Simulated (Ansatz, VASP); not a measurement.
# Sc2GaSbAs2 in VASP and in Ansatz

Contents of INCAR:

```
SYSTEM = Sc2GaSbAs2
ALGO = Normal
EDIFF = 1E-6
ENCUT = 520
GGA = PE
ISIF = 2
ISMEAR = 0
LASPH = .True.
LCHARG = .True.
LELF = .True.
LREAL = .False.
LVHAR = .True.
LWAVE = .False.
NBANDS = 34
NELM = 100
PREC = Accurate
SIGMA = 0.1
```

File KPOINTS:

```
k-points
0
Gamma
  6 6 6
  0 0 0
```

The input POSCAR:

```
Sc2GaSbAs2
1.0
   -2.1612415800      2.1612415800      6.0635782700
    2.1612415800     -2.1612415800      6.0635782700
    2.1612415800      2.1612415800     -6.0635782700
Sc Ga Sb As
2 1 1 2
Direct
    0.7500000000      0.2500000000      0.5000000000
    0.2500000000      0.7500000000      0.5000000000
    0.0000000000      0.0000000000      0.0000000000
    0.5000000000      0.5000000000      0.0000000000
    0.3530310100      0.3530310100      0.0000000000
    0.6469689900      0.6469689900      0.0000000000
```

Input for Ansatz:

```yaml
crystal:
  lattice:
    - [-2.16124158, 2.16124158, 6.06357827]
    - [2.16124158, -2.16124158, 6.06357827]
    - [2.16124158, 2.16124158, -6.06357827]
  atoms:
    - { symbol: Sc, position: [0.75, 0.25, 0.5] }
    - { symbol: Sc, position: [0.25, 0.75, 0.5] }
    - { symbol: Ga, position: [0.0, 0.0, 0.0] }
    - { symbol: Sb, position: [0.5, 0.5, 0.0] }
    - { symbol: As, position: [0.35303101, 0.35303101, 0.0] }
    - { symbol: As, position: [0.64696899, 0.64696899, 0.0] }
basis:
  ecutwfc: 420
kpoints:
  mp_grid: { grid: [6, 6, 6] }
hamiltonian:
  xc: pbe
scf:
  occupations: { method: gaussian, width: 0.1 }
  lower_state_search: "off"
output:
  forces: true
  stress: true
  eigenvalues: true
```

Change from the starting cell: species swapped into the CeNi2B2C type (I4/mmm, No. 139).

Alike in both runs: task single point; functional PBE; k mesh 6 × 6 × 6; occupations gaussian, width 0.1 eV; no spin polarisation.

```csv
,VASP,Ansatz
version,VASP 6.6.1,Ansatz 0.2.0
potentials or method,"VASP PAW PBE potentials, release 64 (Sc_sv, Ga_d, Sb, As), cutoff 520 eV","scalar-relativistic, plane waves, PAW"
valence electrons in the cell,50,80
```

|  | VASP | Ansatz | Ansatz less VASP |
| --- | --- | --- | --- |
| gap on the k mesh at the Fermi level (eV) | none | none | - |
| rms of the force components (eV/Å) | 11.322 | 11.396 | +0.0741 |

Atom by atom the forces differ by 0.074 eV/Å (rms over components). A gap of «none» marks a metal or a gap that the smearing closes. The functional is the same, so the differences come from potentials, cutoffs and numerics. VASP's potentials hold 50 valence electrons a cell and Ansatz's 80, so a difference there can come from the potentials and not from the codes.

Neither program's run includes spin-orbit coupling.
